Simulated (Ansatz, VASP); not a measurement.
Two plane-wave programs on Sn

File POSCAR:

```
Sn
1.0
   -1.4587075015      1.9205376757      1.9205376757
    1.9205376757     -1.4587075015      1.9205376757
    1.9205376757      1.9205376757     -1.4587075015
Sn
1
Direct
    0.0000000000      0.0000000000      0.0000000000
```

INCAR.step1

```
PREC = Accurate
ENCUT = 520
ISMEAR = 0
SIGMA = 0.15
LREAL = False
LASPH = True
NELM = 100
NBANDS = 13
GGA = PE
ALGO = Normal
EDIFF = 1E-4
LWAVE = True
LCHARG = False
```

INCAR.step2

```
PREC = Accurate
ENCUT = 520
EDIFF = 1E-6
ISMEAR = 0
SIGMA = 0.15
LREAL = False
LASPH = True
NELM = 100
ALGO = Normal
ISIF = 2
LWAVE = False
LCHARG = False
METAGGA = R2SCAN
LMIXTAU = True
NBANDS = 13
ISTART = 1
```

File KPOINTS:

```
Automatic mesh
0
Gamma
  20 20 20
```

Input for Ansatz:

```yaml
crystal:
  lattice:
    - [-1.4587075015, 1.9205376757, 1.9205376757]
    - [1.9205376757, -1.4587075015, 1.9205376757]
    - [1.9205376757, 1.9205376757, -1.4587075015]
  atoms:
    - { symbol: Sn, position: [0.0, 0.0, 0.0] }
basis:
  ecutwfc: 500
kpoints:
  mp_grid: { grid: [20, 20, 20] }
hamiltonian:
  xc: r2scan
scf:
  occupations: { method: gaussian, width: 0.15 }
output:
  forces: true
  stress: true
  eigenvalues: true
```

Alike in both runs: task single point; functional r2SCAN; k mesh 20 × 20 × 20; occupations gaussian, width 0.15 eV; no spin polarisation.

|  | VASP | Ansatz |
| --- | --- | --- |
| version | VASP 6.6.1 | Ansatz 0.2.0 |
| potentials or method | VASP PAW PBE potentials, release 64 (Sn_d), cutoff 520 eV | scalar-relativistic, plane waves, PAW |
| valence electrons in the cell | 14 | 14 |

|  | VASP | Ansatz | Ansatz less VASP |
| --- | --- | --- | --- |
| gap on the k mesh at the Fermi level (eV) | none | none | - |
| pressure (GPa) | 2.0 | 2.1 | +0.02 |
| traceless stress, the component that is largest in VASP (GPa) | 0.96 | 0.96 | +0.004 |

VASP's potentials were made for PBE, not for r2SCAN. A gap of «none» marks a metal or a gap that the smearing closes.
